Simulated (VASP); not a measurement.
# Ge (R-3m) in VASP: notebook

Runs on Ge. Level: PBE. Tasks: electric field gradients.

All numbers are computed with VASP 6.6.1; they aren't measurements. Logs are shortened: lines on timing, memory, paths and dates and some standing lists are left out, and cuts for length are marked.

## (1) The cell of the first run

Symmetry: R-3m, No. 166, trigonal system. The conventional cell has a = 4.060 Å, b = 4.060 Å, c = 9.505 Å, α = 90.00°, β = 90.00°, γ = 120.00°. Within 3.1 Å of Ge (site symmetry 3m) lie 4 Ge at 2.38 to 2.47 Å.

## (2) Electric field gradients, PBE (equal xy, yz and zx shear strains of -3 %)

Input file INCAR:

```
ALGO = Normal ; EDIFF = 1E-8
ENCUT = 520 ; GGA = PE
ISIF = 2 ; ISMEAR = -1
LASPH = T ; LCHARG = F
LEFG = T ; LREAL = F
LWAVE = F ; NBANDS = 21
NELM = 60 ; PREC = Accurate
SIGMA = 0.05
```

Input file KPOINTS:

```
k-points
0
Gamma
  10 10 10
```

Input file POSCAR:

```
Ge
1.0
   -0.0848631000      2.7863384500      2.7863384500
    2.7863384500     -0.0848631000      2.7863384500
    2.7863384500      2.7863384500     -0.0848631000
Ge
2
Direct
    0.5000000000      0.5000000000      0.5000000000
    0.7500000000      0.7500000000      0.7500000000
```

Potentials or basis: VASP PAW PBE potentials, release 64 (Ge_d).

Run with:

```bash
cat potpaw_PBE.64/Ge_d/POTCAR > POTCAR
mpirun -np 1 vasp_std > vasp.out
```

OUTCAR:

```text
EDIFF = 1E-8
   ENCUT = 520
   GGA = PE
   ISIF = 2
   ISMEAR = -1
   LASPH = T
   LREAL = F
   NELM = 60
   PREC = Accurate

 ion  position               nearest neighbor table
   1  0.500  0.500  0.500-   2 2.38   2 2.47   2 2.47   2 2.47
   2  0.750  0.750  0.750-   1 2.38   1 2.47   1 2.47   1 2.47

  LATTYP: Found a trigonal (rhomboedric) cell.
 ALAT       =     3.9413913358
 COS(alpha) =     0.4693254694

  Lattice vectors:

 A1 = (  -0.0848631000,   2.7863384500,   2.7863384500)
 A2 = (   2.7863384500,  -0.0848631000,   2.7863384500)
 A3 = (   2.7863384500,   2.7863384500,  -0.0848631000)

Analysis of symmetry for initial positions (statically):
=====================================================================
 Subroutine PRICEL returns:
 Original cell was already a primitive cell.

 Routine SETGRP: Setting up the symmetry group for a
 trigonal (rhombohedral) supercell.

 Subroutine GETGRP returns: Found 12 space group operations
 (whereof  6 operations were pure point group operations)
 out of a pool of 12 trial point group operations.

The static configuration has the point symmetry C_3v.
 The point group associated with its full space group is D_3d.

Analysis of symmetry for dynamics (positions and initial velocities):
=====================================================================
 Subroutine PRICEL returns:
 Original cell was already a primitive cell.

 Routine SETGRP: Setting up the symmetry group for a
 trigonal (rhombohedral) supercell.

 Subroutine GETGRP returns: Found 12 space group operations
 (whereof  6 operations were pure point group operations)
 out of a pool of 12 trial point group operations.

The dynamic configuration has the point symmetry C_3v.
 The point group associated with its full space group is D_3d.

 Subroutine INISYM returns: Found 12 space group operations
 (whereof  6 operations are pure point group operations),
 and found     1 'primitive' translations

----------------------------------------------------------------------------------------

                                     Primitive cell

  volume of cell :      45.2404

  direct lattice vectors                    reciprocal lattice vectors
    -0.084863100  2.786338450  2.786338450    -0.171450187  0.176836056  0.176836056
[... 115 lines left out ...]
   LEPSILON=     F    determine dielectric tensor
   LRPA    =     F    only Hartree local field effects (RPA)
 non-spin polarized calculation
  energy-cutoff  :      520.00
  volume of cell :       45.24
 maximum number of plane-waves:      1236
 NGX is ok and might be reduce to    30
   NGX = 15   NGY = 15   NGZ = 15

 number of electron      28.0000004 magnetization

 Free energy of the ion-electron system (eV)
  ---------------------------------------------------
  ext. energy  EPLUGINS =         0.00000000
  ---------------------------------------------------
  free energy    TOTEN  =        -8.97169103 eV

  energy without entropy =       -8.97097695  energy(sigma->0) =       -8.97133399

 E-fermi :   4.9566     XC(G=0):  -9.9291

 val. band max:        4.9272989917   @ k =   0.4000   0.4000   0.4000
 cond. band min:       4.9666628905   @ k =   0.0000   0.0000   0.0000
 fundamental gap:      0.0393638988
 Fermi energy:         4.9565844290

 k-point     1 :       0.0000    0.0000    0.0000
  band No.  band energies     occupation
      1     -19.8553      2.00000
      2     -19.8040      2.00000
      3     -19.8040      2.00000
      4     -19.7847      2.00000
      5     -19.7847      2.00000
      6     -19.5877      2.00000
[... 565 lines left out ...]
     20      16.5749      0.00000
     21      16.9119      0.00000

 [... further k-points ...]
[... 5 lines left out ...]
  --------------------------------------------------------------------------------------
  -------------------------------------------------------------------------------------
  Total        1.1080782      1.1080782      1.1080782      0.7698583      0.7698583      0.7698583
  in kB       39.2422837     39.2422837     39.2422837     27.2643178     27.2643178     27.2643178
  external PRESSURE =      39.2422837 kB  Pullay stress =       0.0000000 kB

 VOLUME and BASIS-vectors are now :
 -----------------------------------------------------------------------------
  energy-cutoff  :      520.00
  volume of cell :       45.24
      direct lattice vectors                 reciprocal lattice vectors
    -0.084863100  2.786338450  2.786338450    -0.171450187  0.176836056  0.176836056
     2.786338450 -0.084863100  2.786338450     0.176836056 -0.171450187  0.176836056
     2.786338450  2.786338450 -0.084863100     0.176836056  0.176836056 -0.171450187

 POSITION                                       TOTAL-FORCE (eV/Angst)
 -----------------------------------------------------------------------------------
      2.74391      2.74391      2.74391        -0.328911     -0.328911     -0.328911
      4.11586      4.11586      4.11586         0.328911      0.328911      0.328911
 -----------------------------------------------------------------------------------
    total drift:                                0.000000     -0.000000     -0.000000

  FREE ENERGIE OF THE ION-ELECTRON SYSTEM (eV)
  ---------------------------------------------------
  free  energy   TOTEN  =        -8.9716910306 eV

  energy  without entropy=       -8.9709769511  energy(sigma->0) =       -8.97133399

 Electric field gradients (V/A^2)
---------------------------------------------------------------------
 ion       V_xx      V_yy      V_zz      V_xy      V_xz      V_yz
---------------------------------------------------------------------
   1      -0.000     0.000     0.000   -15.003   -15.003   -15.003
   2      -0.000     0.000     0.000   -15.003   -15.003   -15.003
---------------------------------------------------------------------

 Electric field gradients after diagonalization (V/A^2)
 (convention: |V_zz| > |V_xx| > |V_yy|)
----------------------------------------------------------------------
 ion       V_xx      V_yy      V_zz     asymmetry (V_yy - V_xx)/ V_zz
----------------------------------------------------------------------
   1      15.003    15.003   -30.006       0.000
   2      15.003    15.003   -30.006       0.000
----------------------------------------------------------------------

           NMR quadrupolar parameters

 Cq : quadrupolar parameter    Cq=e*Q*V_zz/h
 eta: asymmetry parameters     (V_yy - V_xx)/ V_zz
 Q  : nuclear electric quadrupole moment in mb (millibarn)
----------------------------------------------------------------------
 ion       Cq(MHz)       eta       Q (mb)
----------------------------------------------------------------------
   1      -0.073       0.000       1.000
   2      -0.073       0.000       1.000
----------------------------------------------------------------------
```

stdout:

```text
POSCAR found type information on POSCAR Ge
 POSCAR found :  1 types and       2 ions
 scaLAPACK will be used
 LDA part: xc-table for (Slater+PW92), standard interpolation
 POSCAR, INCAR and KPOINTS ok, starting setup
 FFT: planning ... GRIDC
 FFT: planning ... GRID_SOFT
 FFT: planning ... GRID
 WAVECAR not read
 entering main loop
ion   1

ion   2
```

Wall time 2 min (1 thread of Intel Xeon Platinum 8259CL at 2.50GHz (Skylake/Cascade Lake), shared host); peak memory 0.22 GiB.

Results:

* Free energy: -8.9717 eV
* Pressure: 3.9 GPa
* Largest force: 0.570 eV/Å
* Band gap on the k mesh: zero (band 14 reaches 4.98 eV, above the bottom of band 15 at 4.83 eV)

Forces on the atoms (eV/Å):
```
Ge  -0.329 -0.329 -0.329
Ge   0.329  0.329  0.329
```

Electric field gradients, principal values (V/Å²):
| atom | least | middle | greatest (by size) |
| --- | --- | --- | --- |
| 1 Ge | 15.003 | 15.003 | -30.006 |
| 2 Ge | 15.003 | 15.003 | -30.006 |

Caveat: the cell differs from its parent crystal (equal xy, yz and zx shear strains of -3 %); without QUAD_EFG the Cq values of the log hold for a quadrupole moment of 1 mb, not for the nuclei.

## (3) Electric field gradients, PBE (equal xy, yz and zx shear strains of -1 %)

Input file INCAR:

```
SYSTEM = Ge
ALGO = Normal
EDIFF = 1E-8
ENCUT = 520
GGA = PE
ISIF = 2
ISMEAR = -1
LASPH = .True.
LCHARG = .False.
LEFG = .True.
LREAL = .False.
LWAVE = .False.
NBANDS = 21
NELM = 60
PREC = Accurate
SIGMA = 0.05
```

Input file KPOINTS:

```
k-points
0
Gamma
  10 10 10
  0 0 0
```

Input file POSCAR:

```
Ge
1.0
   -0.0282877000      2.8146261500      2.8146261500
    2.8146261500     -0.0282877000      2.8146261500
    2.8146261500      2.8146261500     -0.0282877000
Ge
2
Direct
    0.5000000000      0.5000000000      0.5000000000
    0.7500000000      0.7500000000      0.7500000000
```

Potentials or basis: VASP PAW PBE potentials, release 64 (Ge_d).

Run with:

```bash
cat potpaw_PBE.64/Ge_d/POTCAR > POTCAR
mpirun -np 1 vasp_std > vasp.out
```

OUTCAR:

```text
SYSTEM = Ge
   EDIFF = 1E-8
   ENCUT = 520
   GGA = PE
   ISIF = 2
   ISMEAR = -1
   LASPH = .True.
   LREAL = .False.
   NELM = 60
   PREC = Accurate

 ion  position               nearest neighbor table
   1  0.500  0.500  0.500-   2 2.43   2 2.46   2 2.46   2 2.46
   2  0.750  0.750  0.750-   1 2.43   1 2.46   1 2.46   1 2.46

  LATTYP: Found a trigonal (rhomboedric) cell.
 ALAT       =     3.9805829878
 COS(alpha) =     0.4899250057

  Lattice vectors:

 A1 = (  -0.0282877000,   2.8146261500,   2.8146261500)
 A2 = (   2.8146261500,  -0.0282877000,   2.8146261500)
 A3 = (   2.8146261500,   2.8146261500,  -0.0282877000)

Analysis of symmetry for initial positions (statically):
=====================================================================
 Subroutine PRICEL returns:
 Original cell was already a primitive cell.

 Routine SETGRP: Setting up the symmetry group for a
[... 767 lines left out ...]
  energy-cutoff  :      520.00
  volume of cell :       45.27
      direct lattice vectors                 reciprocal lattice vectors
    -0.028287700  2.814626150  2.814626150    -0.174987627  0.176764151  0.176764151
     2.814626150 -0.028287700  2.814626150     0.176764151 -0.174987627  0.176764151
     2.814626150  2.814626150 -0.028287700     0.176764151  0.176764151 -0.174987627

 POSITION                                       TOTAL-FORCE (eV/Angst)
 -----------------------------------------------------------------------------------
      2.80048      2.80048      2.80048        -0.097975     -0.097975     -0.097975
      4.20072      4.20072      4.20072         0.097975      0.097975      0.097975
 -----------------------------------------------------------------------------------
    total drift:                                0.000000     -0.000000     -0.000000

  FREE ENERGIE OF THE ION-ELECTRON SYSTEM (eV)
  ---------------------------------------------------
  free  energy   TOTEN  =        -9.0029049165 eV

  energy  without entropy=       -9.0023880211  energy(sigma->0) =       -9.00264647

 Electric field gradients (V/A^2)
---------------------------------------------------------------------
 ion       V_xx      V_yy      V_zz      V_xy      V_xz      V_yz
---------------------------------------------------------------------
   1      -0.000    -0.000    -0.000    -4.927    -4.927    -4.927
   2      -0.000    -0.000    -0.000    -4.927    -4.927    -4.927
---------------------------------------------------------------------

 Electric field gradients after diagonalization (V/A^2)
 (convention: |V_zz| > |V_xx| > |V_yy|)
----------------------------------------------------------------------
 ion       V_xx      V_yy      V_zz     asymmetry (V_yy - V_xx)/ V_zz
----------------------------------------------------------------------
   1       4.927     4.927    -9.854       0.000
   2       4.927     4.927    -9.854       0.000
----------------------------------------------------------------------

           NMR quadrupolar parameters

 Cq : quadrupolar parameter    Cq=e*Q*V_zz/h
 eta: asymmetry parameters     (V_yy - V_xx)/ V_zz
 Q  : nuclear electric quadrupole moment in mb (millibarn)
----------------------------------------------------------------------
 ion       Cq(MHz)       eta       Q (mb)
----------------------------------------------------------------------
   1      -0.024       0.000       1.000
   2      -0.024       0.000       1.000
----------------------------------------------------------------------
```

OSZICAR:

```text
N       E                     dE             d eps       ncg     rms          rms(c)
DAV:   1     0.191924894255E+03    0.19192E+03   -0.14632E+04  5508   0.364E+03
DAV:   2     0.187276879459E+02   -0.17320E+03   -0.16788E+03  4872   0.617E+02
DAV:   3    -0.817868811219E+01   -0.26906E+02   -0.26714E+02  5597   0.143E+02
DAV:   4    -0.907621148803E+01   -0.89752E+00   -0.89698E+00  5472   0.306E+01
DAV:   5    -0.909075994774E+01   -0.14548E-01   -0.14548E-01  5562   0.431E+00    0.321E+00
DAV:   6    -0.903178417194E+01    0.58976E-01   -0.21984E-02  5521   0.144E+00    0.190E+00
DAV:   7    -0.900104002824E+01    0.30744E-01   -0.48881E-02  5838   0.195E+00    0.147E-01
DAV:   8    -0.900267962931E+01   -0.16396E-02   -0.55637E-03  5512   0.869E-01    0.446E-02
DAV:   9    -0.900288270867E+01   -0.20308E-03   -0.22907E-04  5477   0.164E-01    0.157E-02
DAV:  10    -0.900290254732E+01   -0.19839E-04   -0.34945E-05  5577   0.666E-02    0.575E-03
DAV:  11    -0.900290467487E+01   -0.21276E-05   -0.53951E-06  5312   0.268E-02    0.157E-03
DAV:  12    -0.900290488777E+01   -0.21290E-06   -0.26881E-07  5547   0.462E-03    0.616E-04
DAV:  13    -0.900290493874E+01   -0.50974E-07   -0.38858E-08  4384   0.151E-03    0.218E-04
DAV:  14    -0.900290491773E+01    0.21017E-07   -0.79874E-09  4377   0.126E-03    0.100E-04
DAV:  15    -0.900290491646E+01    0.12687E-08   -0.11411E-09  2731   0.531E-04
   1 F= -.90029049E+01 E0= -.90026465E+01  d E =-.516895E-03
```

stdout:

```text
POSCAR found type information on POSCAR Ge
 POSCAR found :  1 types and       2 ions
 scaLAPACK will be used
 LDA part: xc-table for (Slater+PW92), standard interpolation
 POSCAR, INCAR and KPOINTS ok, starting setup
 FFT: planning ... GRIDC
 FFT: planning ... GRID_SOFT
 FFT: planning ... GRID
 WAVECAR not read
 entering main loop
ion   1

ion   2
```

Run time: 2.3 min. Hardware: 1 thread of Intel Xeon Platinum 8259CL at 2.50GHz (Skylake/Cascade Lake), shared host; peak memory 0.23 GiB.

What came out:

```yaml
Free_energy: -9.0029 eV
Pressure: 3.6 GPa
Largest_force: 0.170 eV/Å
```

Forces in eV/Å, atoms in the order of the input:
```
Ge  -0.098 -0.098 -0.098
Ge   0.098  0.098  0.098
```

Electric field gradients, principal values (V/Å²):
```
atom  least  middle  greatest (by size)
1 Ge  4.927   4.927              -9.854
2 Ge  4.927   4.927              -9.854
```

Caveat: the cell differs from its parent crystal (equal xy, yz and zx shear strains of -1 %); without QUAD_EFG the Cq values of the log hold for a quadrupole moment of 1 mb, not for the nuclei.
